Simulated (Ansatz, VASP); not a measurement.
WSe2 in VASP and in Ansatz

INCAR

```
  ALGO = Normal
  EDIFF = 1E-6
  ENCUT = 520
  GGA = PE
  ISIF = 2
  ISMEAR = 0
  IVDW = 12
  LASPH = T
  LCHARG = F
  LREAL = F
  LWAVE = F
  NBANDS = 35
  NELM = 100
  PREC = Accurate
  SIGMA = 0.05
```

Contents of KPOINTS:

```
k-points
0
Gamma
  9 9 2
```

POSCAR

```
WSe2
1.0
    3.2790216039      0.0000000000      0.0000000000
   -1.6395108019      2.8397160085      0.0000000000
    0.0000000000      0.0000000000     12.7878979243
W Se
2 4
Direct
    0.3333333333      0.6666666667      0.2500000000
    0.6666666667      0.3333333333      0.7500000000
    0.3333333333      0.6666666667      0.6182859564
    0.6666666667      0.3333333333      0.1182859564
    0.3333333333      0.6666666667      0.8817140436
    0.6666666667      0.3333333333      0.3817140436
```

Input for Ansatz:

```yaml
crystal:
  lattice:
    - [3.2790216039, 0.0, 0.0]
    - [-1.6395108019, 2.8397160085, 0.0]
    - [0.0, 0.0, 12.7878979243]
  atoms:
    - { symbol: W, position: [0.3333333333, 0.6666666667, 0.25] }
    - { symbol: W, position: [0.6666666667, 0.3333333333, 0.75] }
    - { symbol: Se, position: [0.3333333333, 0.6666666667, 0.6182859564] }
    - { symbol: Se, position: [0.6666666667, 0.3333333333, 0.1182859564] }
    - { symbol: Se, position: [0.3333333333, 0.6666666667, 0.8817140436] }
    - { symbol: Se, position: [0.6666666667, 0.3333333333, 0.3817140436] }
basis:
  ecutwfc: 420
kpoints:
  mp_grid: { grid: [9, 9, 2] }
hamiltonian:
  xc: pbe
  pseudopotentials: { kind: paw, azcp: { folder: soft_1 } }
  dispersion: d3bj
scf:
  occupations: { method: gaussian, width: 0.05 }
output:
  forces: true
  stress: true
  eigenvalues: true
```

Alike in both runs: task single point; functional PBE; dispersion D3(BJ); k mesh 9 × 9 × 2; occupations gaussian, width 0.05 eV; no spin polarisation.

```csv
,VASP,Ansatz
version,VASP 6.6.1,Ansatz 0.2.0
potentials or method,"VASP PAW PBE potentials, release 64 (W_sv, Se), cutoff 520 eV","scalar-relativistic, plane waves, PAW"
valence electrons in the cell,52,92
```

Ansatz gave:

```
gap on the k mesh at the Fermi level (eV)                     : 1.00
least direct gap on the mesh (eV)                             : 1.57
pressure (GPa)                                                : 0.0
traceless stress, the component that is largest in VASP (GPa) : -0.01
rms of the force components (eV/Å)                            : 0.001
```

Question: What did VASP give for the same quantities?

Answer: gap on the k mesh at the Fermi level (eV): 0.99; least direct gap on the mesh (eV): 1.56; pressure (GPa): 0.3; traceless stress, the component that is largest in VASP (GPa): 0.08; rms of the force components (eV/Å): 0.022.

Atom by atom the forces differ by 0.023 eV/Å (rms over components). VASP's potentials hold 52 valence electrons a cell and Ansatz's 92, so a difference there can come from the potentials and not from the codes.

Spin-orbit coupling is off throughout.
